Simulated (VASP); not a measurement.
# BP (WC type) (P-6m2) in VASP: further runs, part 2 of 2

VASP 6.6.1. Earlier steps stand in the parts before.

## 4. Electric field gradients, PBE

This run uses another cell than the first one, of 10.44 Å³/atom, 1.042 times its volume.

File INCAR:

```
SYSTEM = BP
  PREC = Accurate
  ENCUT = 520
  EDIFF = 1E-8
  ISMEAR = -1
  SIGMA = 0.08
  LREAL = .FALSE.
  LASPH = .TRUE.
  NELM = 60
  ALGO = Normal
  ISIF = 2
  LWAVE = .FALSE.
  LCHARG = .FALSE.
  GGA = PE
  LEFG = .TRUE.
  NBANDS = 11
```

File KPOINTS:

```
regular mesh
0
G
  13 13 11
  0 0 0
```

File POSCAR:

```
BP
1.0
    3.0095726219      0.0000000000      0.0000000000
   -1.5047863109      2.6063663451      0.0000000000
    0.0000000000      0.0000000000      2.6617970824
B P
1 1
Direct
    0.0000000000      0.0000000000      0.0000000000
    0.3333333333      0.6666666667      0.5000000000
```

Potentials or basis: VASP PAW PBE potentials, release 64 (B, P).

Started as:

```sh
> cat potpaw_PBE.64/B/POTCAR potpaw_PBE.64/P/POTCAR > POTCAR
> mpirun -np 1 vasp_std > vasp.out
```

OUTCAR:

```text
SYSTEM = BP
   PREC = Accurate
   ENCUT = 520
   EDIFF = 1E-8
   ISMEAR = -1
   LREAL = .FALSE.
   LASPH = .TRUE.
   NELM = 60
   ISIF = 2
   GGA = PE

 ion  position               nearest neighbor table
   1  0.000  0.000  0.000-   2 2.19   2 2.19   2 2.19   2 2.19   2 2.19   2 2.19
   2  0.333  0.667  0.500-   1 2.19   1 2.19   1 2.19   1 2.19   1 2.19   1 2.19

  LATTYP: Found a hexagonal cell.
 ALAT       =     3.0095726219
 C/A-ratio  =     0.8844435462

  Lattice vectors:

 A1 = (   3.0095726219,   0.0000000000,   0.0000000000)
 A2 = (  -1.5047863109,   2.6063663451,   0.0000000000)
 A3 = (   0.0000000000,   0.0000000000,   2.6617970824)

Analysis of symmetry for initial positions (statically):
=====================================================================
 Subroutine PRICEL returns:
 Original cell was already a primitive cell.

 Routine SETGRP: Setting up the symmetry group for a
 hexagonal supercell.

 Subroutine GETGRP returns: Found 12 space group operations
 (whereof 12 operations were pure point group operations)
 out of a pool of 24 trial point group operations.

The static configuration has the point symmetry D_3h.

Analysis of symmetry for dynamics (positions and initial velocities):
=====================================================================
 Subroutine PRICEL returns:
 Original cell was already a primitive cell.

 Routine SETGRP: Setting up the symmetry group for a
 hexagonal supercell.

 Subroutine GETGRP returns: Found 12 space group operations
 (whereof 12 operations were pure point group operations)
 out of a pool of 24 trial point group operations.

The dynamic configuration has the point symmetry D_3h.

 Subroutine INISYM returns: Found 12 space group operations
 (whereof 12 operations are pure point group operations),
 and found     1 'primitive' translations

----------------------------------------------------------------------------------------

                                     Primitive cell

  volume of cell :      20.8793

  direct lattice vectors                    reciprocal lattice vectors
     3.009572622  0.000000000  0.000000000     0.332273092  0.191837959  0.000000000
    -1.504786311  2.606366345  0.000000000     0.000000000  0.383675918  0.000000000
     0.000000000  0.000000000  2.661797082     0.000000000  0.000000000  0.375686038

  length of vectors
     3.009572622  3.009572622  2.661797082     0.383675918  0.383675918  0.375686038

  position of ions in fractional coordinates (direct lattice)
     0.000000000  0.000000000  0.000000000
     0.333333333  0.666666667  0.500000000

  ion indices of the primitive-cell ions
   primitive index   ion index
                 1           1
                 2           2

----------------------------------------------------------------------------------------

 KPOINTS: regular mesh

Automatic generation of k-mesh.
[... 75 lines left out ...]
   TEBEG  =    0.0;   TEEND  =   0.0 temperature during run
   PSTRESS=    0.0 pullay stress
   NELECT =       8.0000    total number of electrons
   NUPDOWN=      -1.0000    fix difference up-down
   EMIN   =  10.00;   EMAX   =-10.00  energy-range for DOS
   EFERMI =   0.00;   METHOD = LEGACY
   ISMEAR =    -1;   SIGMA  =   0.08  broadening in eV -4-tet -1-fermi 0-gaus
   EFERMI_NEDOS =   21; number of points for ismear=-14 and -15
   IALGO  =     38    algorithm
   IMIX   =      4    mixing-type and parameters
     AMIX     =   0.40;   BMIX     =  1.00
     AMIX_MAG =   1.60;   BMIX_MAG =  1.00
  volume/ion in A,a.u.               =      10.44        70.45
  Fermi-wavevector in a.u.,A,eV,Ry     =   1.189049  2.246977 19.236427  1.413838
  Thomas-Fermi vector in A             =   2.325165
   LORBIT       =      0    0 simple, 1 ext, 2 COOP (PROOUT), +10 PAW based schemes
   GGA     = PE    functional components
   LHFCALC =     F    Hartree Fock is set to
   AEXX    =    0.0000 exact exchange contribution
   IVDW    =     0    specifies the selected vdW correction
   LEPSILON=     F    determine dielectric tensor
   LRPA    =     F    only Hartree local field effects (RPA)
 non-spin polarized calculation
  energy-cutoff  :      520.00
  volume of cell :       20.88
 maximum number of plane-waves:       575
 NGX is ok and might be reduce to    24
   NGX = 11   NGY = 11   NGZ =  9

 number of electron       8.0000001 magnetization

 Free energy of the ion-electron system (eV)
  ---------------------------------------------------
  ext. energy  EPLUGINS =         0.00000000
  ---------------------------------------------------
  free energy    TOTEN  =       -10.33771687 eV

  energy without entropy =      -10.32175965  energy(sigma->0) =      -10.32973826

 E-fermi :   9.2225     XC(G=0): -11.7566

 val. band max:        9.1997688021   @ k =   0.2308   0.1538   0.3636
 cond. band min:       9.2289956717   @ k =   0.3077   0.0769   0.4545
 fundamental gap:      0.0292268696
 Fermi energy:         9.2225477629

 k-point     1 :       0.0000    0.0000    0.0000
  band No.  band energies     occupation
      1      -7.4753      2.00000
      2       8.5201      1.99969
      3       8.5201      1.99969
      4       8.7951      1.99049
      5      13.3409      0.00000
      6      13.3409      0.00000
      7      13.6121      0.00000
      8      14.2697      0.00000
      9      20.9384      0.00000
     10      21.9175      0.00000
     11      26.8296      0.00000
[... 309 lines left out ...]
 k-point    24 :       0.1538   -0.0000    0.0909
  band No.  band energies     occupation
      1      -6.8727      2.00000
      2       5.9767      2.00000
      3       7.7113      2.00000
      4       7.8396      2.00000
      5      12.5281      0.00000
      6      15.0849      0.00000
      7      15.5219      0.00000
      8      16.8994      0.00000
      9      19.4818      0.00000
     10      22.7893      0.00000
     11      24.1364      0.00000

 [... further k-points ...]
[... 5 lines left out ...]
  --------------------------------------------------------------------------------------
  -------------------------------------------------------------------------------------
  Total       -0.0304187     -0.0304187     -0.0332288     -0.0000000      0.0000000      0.0000000
  in kB       -2.3341879     -2.3341879     -2.5498246     -0.0000000      0.0000000      0.0000000
  external PRESSURE =      -2.4060668 kB  Pullay stress =       0.0000000 kB

 VOLUME and BASIS-vectors are now :
 -----------------------------------------------------------------------------
  energy-cutoff  :      520.00
  volume of cell :       20.88
      direct lattice vectors                 reciprocal lattice vectors
     3.009572622  0.000000000  0.000000000     0.332273092  0.191837959  0.000000000
    -1.504786311  2.606366345  0.000000000     0.000000000  0.383675918  0.000000000
     0.000000000  0.000000000  2.661797082     0.000000000  0.000000000  0.375686038

 POSITION                                       TOTAL-FORCE (eV/Angst)
 -----------------------------------------------------------------------------------
      0.00000      0.00000      0.00000        -0.000000     -0.000000      0.000000
     -0.00000      1.73758      1.33090         0.000000      0.000000      0.000000
 -----------------------------------------------------------------------------------
    total drift:                                0.000000     -0.000000     -0.000000

  FREE ENERGIE OF THE ION-ELECTRON SYSTEM (eV)
  ---------------------------------------------------
  free  energy   TOTEN  =       -10.3377168722 eV

  energy  without entropy=      -10.3217596487  energy(sigma->0) =      -10.32973826

 Electric field gradients (V/A^2)
---------------------------------------------------------------------
 ion       V_xx      V_yy      V_zz      V_xy      V_xz      V_yz
---------------------------------------------------------------------
   1      -2.336    -2.336     4.672     0.000    -0.000     0.000
   2     -12.251   -12.251    24.502    -0.000     0.000    -0.000
---------------------------------------------------------------------

 Electric field gradients after diagonalization (V/A^2)
 (convention: |V_zz| > |V_xx| > |V_yy|)
----------------------------------------------------------------------
 ion       V_xx      V_yy      V_zz     asymmetry (V_yy - V_xx)/ V_zz
----------------------------------------------------------------------
   1      -2.336    -2.336     4.672       0.000
   2     -12.251   -12.251    24.502       0.000
----------------------------------------------------------------------

           NMR quadrupolar parameters

 Cq : quadrupolar parameter    Cq=e*Q*V_zz/h
 eta: asymmetry parameters     (V_yy - V_xx)/ V_zz
 Q  : nuclear electric quadrupole moment in mb (millibarn)
----------------------------------------------------------------------
 ion       Cq(MHz)       eta       Q (mb)
----------------------------------------------------------------------
   1       0.011       0.000       1.000
   2       0.059       0.000       1.000
----------------------------------------------------------------------
```

It took 44 s on 1 thread of AMD EPYC 7R13, shared host; peak memory 0.12 GiB.

What came out:

| Quantity | Value |
| --- | --- |
| Free energy | -10.3377 eV |
| Pressure | -0.2 GPa |
| Band gap on the k mesh | zero (band 4 reaches 12.79 eV, above the bottom of band 5 at 5.67 eV) |

Electric field gradients, principal values (V/Å²):
```tsv
atom	least	middle	greatest (by size)
1 B	-2.336	-2.336	4.672
2 P	-12.251	-12.251	24.502
```

Caveat: without QUAD_EFG the Cq values of the log hold for a quadrupole moment of 1 mb, not for the nuclei.

## 5. The runs side by side

```tsv
cell	gap on the mesh (eV)	pressure (GPa)
a = 2.969, b = 2.969, c = 2.626 Å, angles 90.0, 90.0, 120.0°, 2 atoms	none	6.2
a = 2.989, b = 2.989, c = 2.644 Å, angles 90.0, 90.0, 120.0°, 2 atoms	none	2.8
a = 3.010, b = 3.010, c = 2.662 Å, angles 90.0, 90.0, 120.0°, 2 atoms	none	-0.2
```

Alike in all rows: task electric field gradients; level PBE; potentials or basis VASP PAW PBE potentials, release 64 (B, P); no spin polarisation; k mesh 13 × 13 × 11; cutoff (eV) 520; smearing fermi-dirac 0.08 eV.

Total energies depend on the potentials used, so only differences within one code and one set of settings carry meaning.
